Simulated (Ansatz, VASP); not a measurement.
# One calculation of PbS, two programs

```xyz
2
Lattice="4.0622 0.0000 0.0000 -2.0311 3.5180 0.0000 0.0000 0.0000 3.7627" Properties=species:S:1:pos:R:3 pbc="T T T"
Pb    0.0000    0.0000    0.0000
S     2.0311    1.1727    1.8814
```

Change from the starting cell: volume scaled by 0.98.

Alike in both runs: task single point; functional PBE; k mesh 8 × 8 × 7; occupations fermi-dirac, width 0.05 eV; no spin polarisation.

```csv
,VASP,Ansatz
version,VASP 6.6.1,Ansatz 0.2.0
potentials or method,"VASP PAW PBE potentials, release 64 (Pb_d, S), cutoff 520 eV","all-electron LAPW, scalar-relativistic"
```

VASP gave:

* gap on the k mesh at the Fermi level (eV): 0.13
* least direct gap on the mesh (eV): 1.65
* pressure (GPa): 1.0
* traceless stress, the component that is largest in VASP (GPa): 0.27

**Question.** What did Ansatz give for the same quantities?

**Answer.** gap on the k mesh at the Fermi level (eV): 0.13; least direct gap on the mesh (eV): 1.65; pressure (GPa): 1.1; traceless stress, the component that is largest in VASP (GPa): 0.28.

Ansatz ran all-electron here, and VASP with PAW potentials.

Spin-orbit coupling is off throughout.
